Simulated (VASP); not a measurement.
Input of a VASP 6.6.1 run:

File POSCAR:

```
Al3Cu
1.0
    3.8498339428      0.0000000000      0.0000000000
    0.0000000000      3.8498339428      0.0000000000
    0.0000000000      0.0000000000      3.8498339428
Al Cu
3 1
Direct
    0.0000000000      0.5000000000      0.5000000000
    0.5000000000      0.0000000000      0.5000000000
    0.5000000000      0.5000000000      0.0000000000
    0.0000000000      0.0000000000      0.0000000000
```

INCAR.step1

```
ALGO = Normal ; EDIFF = 1E-4
ENCUT = 520 ; GGA = PE
ISMEAR = 0 ; LASPH = T
LCHARG = F ; LREAL = F
LWAVE = T ; NBANDS = 18
NELM = 60 ; PREC = Accurate
SIGMA = 0.1
```

Contents of INCAR.step2:

```
ALGO = Normal ; EDIFF = 1E-6
ENCUT = 520 ; ISIF = 2
ISMEAR = 0 ; ISTART = 1
LASPH = T ; LCHARG = T
LELF = T ; LMIXTAU = T
LREAL = F ; LVHAR = T
LWAVE = F ; METAGGA = R2SCAN
NBANDS = 18 ; NELM = 60
PREC = Accurate ; SIGMA = 0.1
```

KPOINTS

```
k-points
0
Gamma
  12 12 12
```

Potentials or basis: VASP PAW PBE potentials, release 64 (Al, Cu).

The run is started by

```sh
$ cat potpaw_PBE.64/Al/POTCAR potpaw_PBE.64/Cu/POTCAR > POTCAR
$ cp INCAR.step1 INCAR
$ mpirun -np 1 vasp_std > vasp.out
$ cp INCAR.step2 INCAR
$ mpirun -np 1 vasp_std > vasp.out
```

Problem. What does it give for the pressure?

Solution. 3.2 GPa.

Problem. Predict the band gap on the k mesh.

Solution. Zero (bands 10 and 11 overlap by 4.17 eV).

Caveat: the cell stands under pressure; the PAW data sets were made with another functional, which shifts forces and pressure a little.
